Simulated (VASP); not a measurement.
Here is a VASP 6.6.1 calculation.

The input INCAR:

```
PREC = Accurate ; ENCUT = 500
EDIFF = 1E-6 ; ISMEAR = 0
SIGMA = 0.005 ; LREAL = False
LASPH = True ; NELM = 200
ALGO = Normal ; ISIF = 2
LWAVE = False ; LCHARG = False
LNONCOLLINEAR = True ; MAGMOM = 0 0 0 0 0 0
LORBIT = 11 ; LSORBIT = True
GGA_COMPAT = False ; LORBMOM = True
LMAXMIX = 4 ; GGA = PE
NBANDS = 46
```

File KPOINTS:

```
regular mesh
0
Gamma
  9 9 5
```

The input POSCAR:

```
Ir
1.0
    2.7513778946      0.0000000000      0.0000000000
   -1.3756889473      2.3827631521      0.0000000000
    0.0000000000      0.0000000000      4.4622900000
Ir
2
Direct
    0.3333333333      0.6666666667      0.2500000000
    0.6666666667      0.3333333333      0.7500000000
```

Potentials or basis: VASP PAW PBE potentials, release 64 (Ir_sv_GW).

Launch:

```bash
$ cat potpaw_PBE.64/Ir_sv_GW/POTCAR > POTCAR
$ mpirun -np 1 vasp_ncl > vasp.out
```

Task: Estimate the net moment.

Result: 0.00 μB per cell.

Task: Predict the pressure.

Result: -2.8 GPa.

Moments on the atoms (μB; x, y, z):
```
Ir  0.00 0.00 0.00
Ir  0.00 0.00 0.00
```
